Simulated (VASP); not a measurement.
# C (P6_3/mmc) in VASP: notebook, part 2 of 2

VASP 6.6.1.

### Step 3. Relaxation of cell and atoms, PBE+D4

Input file INCAR:

```
SYSTEM = C
ALGO = Normal ; EDIFF = 1E-6
EDIFFG = -0.01 ; ENCUT = 600
GGA = PE ; IBRION = 2
ISIF = 3 ; ISMEAR = -1
IVDW = 13 ; LASPH = .TRUE.
LCHARG = .FALSE. ; LREAL = .FALSE.
LWAVE = .FALSE. ; NELM = 100
NSW = 60 ; PREC = Accurate
SIGMA = 0.05
```

Input file KPOINTS:

```
k-points
0
G
  12 12 3
  0 0 0
```

Input file POSCAR:

```
C
1.0
    2.5221000000      0.0000000000      0.0000000000
   -1.2610500000      2.1842026709      0.0000000000
    0.0000000000      0.0000000000     12.3557000000
C
12
Direct
    0.6666666667      0.3333333333      0.3541700000
    0.3333333333      0.6666666667      0.8541700000
    0.6666666667      0.3333333333      0.1458300000
    0.3333333333      0.6666666667      0.6458300000
    0.6666666667      0.3333333333      0.4791700000
    0.3333333333      0.6666666667      0.9791700000
    0.6666666667      0.3333333333      0.0208300000
    0.3333333333      0.6666666667      0.5208300000
    0.0000000000      0.0000000000      0.8125000000
    0.0000000000      0.0000000000      0.3125000000
    0.0000000000      0.0000000000      0.6875000000
    0.0000000000      0.0000000000      0.1875000000
```

Potentials or basis: VASP PAW PBE potentials, release 64 (C).

Started as:

```sh
$ cat potpaw_PBE.64/C/POTCAR > POTCAR
$ mpirun -np 1 vasp_std > vasp.out
```

OUTCAR:

```text
SYSTEM = C
   EDIFF = 1E-6
   EDIFFG = -0.01
   ENCUT = 600
   GGA = PE
   IBRION = 2
   ISIF = 3
   ISMEAR = -1
   IVDW = 13
   LASPH = .TRUE.
   LREAL = .FALSE.
   NELM = 100
   NSW = 60
   PREC = Accurate

 ion  position               nearest neighbor table
   1  0.667  0.333  0.354-   5 1.54  10 1.54  10 1.54  10 1.54
   2  0.333  0.667  0.854-   6 1.54   9 1.54   9 1.54   9 1.54
   3  0.667  0.333  0.146-   7 1.54  12 1.54  12 1.54  12 1.54
   4  0.333  0.667  0.646-   8 1.54  11 1.54  11 1.54  11 1.54
   5  0.667  0.333  0.479-   8 1.54   8 1.54   8 1.54   1 1.54
   6  0.333  0.667  0.979-   7 1.54   7 1.54   7 1.54   2 1.54
   7  0.667  0.333  0.021-   6 1.54   6 1.54   6 1.54   3 1.54
   8  0.333  0.667  0.521-   5 1.54   5 1.54   5 1.54   4 1.54
   9  0.000  0.000  0.812-  11 1.54   2 1.54   2 1.54   2 1.54
  10  0.000  0.000  0.312-  12 1.54   1 1.54   1 1.54   1 1.54
  11  0.000  0.000  0.688-   9 1.54   4 1.54   4 1.54   4 1.54
  12  0.000  0.000  0.188-  10 1.54   3 1.54   3 1.54   3 1.54

  LATTYP: Found a hexagonal cell.
 ALAT       =     2.5221000000
 C/A-ratio  =     4.8989730780

  Lattice vectors:

 A1 = (   2.5221000000,   0.0000000000,   0.0000000000)
 A2 = (  -1.2610500000,   2.1842026709,   0.0000000000)
 A3 = (   0.0000000000,   0.0000000000,  12.3557000000)

Analysis of symmetry for initial positions (statically):
=====================================================================
 Subroutine PRICEL returns:
 Original cell was already a primitive cell.
[... 176 lines left out ...]
 non-spin polarized calculation
  energy-cutoff  :      600.00
  volume of cell :       68.06
 maximum number of plane-waves:      2301
   NGX = 11   NGY = 11   NGZ = 49

--------------------------------------- Ionic step        1  -------------------------------------------

 number of electron      48.0000000 magnetization

 Free energy of the ion-electron system (eV)
  ---------------------------------------------------
  ext. energy  EPLUGINS =         0.00000000
  ---------------------------------------------------
  free energy    TOTEN  =      -109.05088409 eV

  energy without entropy =     -109.05088409  energy(sigma->0) =     -109.05088409

------------------------ aborting loop because EDIFF is reached ----------------------------------------

  DFT-D4 for vdW energy calculation

  Edisp (eV):   -2.55811
[... 291 lines left out ...]
--------------------------------------- Ionic step        7  -------------------------------------------

 number of electron      48.0000001 magnetization

 Free energy of the ion-electron system (eV)
  ---------------------------------------------------
  ext. energy  EPLUGINS =         0.00000000
  ---------------------------------------------------
  free energy    TOTEN  =      -109.05737759 eV

  energy without entropy =     -109.05737759  energy(sigma->0) =     -109.05737759

 E-fermi :  10.9672     XC(G=0): -13.2868

 val. band max:        9.9265142714   @ k =   0.0000   0.0000   0.0000
 cond. band min:      14.3936797577   @ k =   0.3333   0.0000   0.0000
 fundamental gap:      4.4671654862
 Fermi energy:        10.9672434309

 k-point     1 :       0.0000    0.0000    0.0000
  band No.  band energies     occupation
      1     -11.7505      2.00000
      2     -11.0233      2.00000
      3     -10.9478      2.00000
      4      -8.7732      2.00000
      5      -8.7133      2.00000
      6      -6.0031      2.00000
[... 805 lines left out ...]
     30      17.6469      0.00000
     31      17.7208      0.00000

 [... further k-points ...]

------------------------ aborting loop because EDIFF is reached ----------------------------------------

  DFT-D4 for vdW energy calculation

  Edisp (eV):   -2.57487
[... 35 lines left out ...]
  FREE ENERGIE OF THE ION-ELECTRON SYSTEM (eV)
  ---------------------------------------------------
  free  energy   TOTEN  =      -111.6322456143 eV

  energy  without entropy=     -111.6322456143  energy(sigma->0) =     -111.63224561

 reached required accuracy - stopping structural energy minimisation
```

It took 4.3 min on 1 thread of Intel Xeon Platinum 8488C (Sapphire Rapids), shared host; peak memory 0.22 GiB.

What came out:

```yaml
Free_energy: -111.6322 eV
Relaxed_volume: 5.63 Å³/atom
Relaxed_cell: a = 2.510 Å, b = 2.510 Å, c = 12.379 Å, α = 90.00°, β = 90.00°, γ = 120.00°
Space_group_after_relaxing_to_0.1_Å: P6_3/mmc (No. 194)
Energy_gained_by_relaxing: 1.9 meV/atom
Ionic_steps: 7
Pressure_after_relaxing: 0.0 GPa
Band_gap_on_the_k_mesh: 4.47 eV (least direct gap 5.40 eV)
Dispersion_energy_per_atom: -0.215 eV
```

Forces on the atoms (eV/Å):
```
C    0.000  0.000 -0.001
C    0.000  0.000 -0.001
C    0.000  0.000  0.001
C    0.000  0.000  0.001
C    0.000  0.000  0.001
C    0.000  0.000  0.001
C    0.000  0.000 -0.001
C    0.000  0.000 -0.001
C    0.000  0.000  0.003
C    0.000  0.000  0.003
C    0.000  0.000 -0.003
C    0.000  0.000 -0.003
```

Step by step:
```csv
step,energy change (eV),largest force (eV/Å),pressure (GPa),volume (Å³)
1,0.0000,0.3335,-3.22,68.06
2,0.0037,0.4130,4.23,66.94
3,-0.0226,0.0888,0.20,67.53
4,-0.0216,0.1551,0.00,67.56
5,-0.0232,0.0215,0.13,67.54
6,-0.0232,0.0108,-0.10,67.57
7,-0.0232,0.0028,-0.01,67.56
```

Final structure:
```cif
data_structure
_symmetry_space_group_name_H-M 'P 1'
_symmetry_Int_Tables_number 1
_cell_length_a 2.5103
_cell_length_b 2.5103
_cell_length_c 12.3793
_cell_angle_alpha 90.000
_cell_angle_beta 90.000
_cell_angle_gamma 120.000
_cell_volume 67.56
loop_
_atom_site_label
_atom_site_type_symbol
_atom_site_fract_x
_atom_site_fract_y
_atom_site_fract_z
_atom_site_occupancy
C1 C 0.66667 0.33333 0.35490 1
C2 C 0.33333 0.66667 0.85490 1
C3 C 0.66667 0.33333 0.14510 1
C4 C 0.33333 0.66667 0.64510 1
C5 C 0.66667 0.33333 0.47923 1
C6 C 0.33333 0.66667 0.97923 1
C7 C 0.66667 0.33333 0.02077 1
C8 C 0.33333 0.66667 0.52077 1
C9 C 0.00000 0.00000 0.81312 1
C10 C 0.00000 0.00000 0.31312 1
C11 C 0.00000 0.00000 0.68688 1
C12 C 0.00000 0.00000 0.18688 1
```

A k mesh can miss the band edges. PBE gaps usually lie below the measured ones, often by a third to a half.
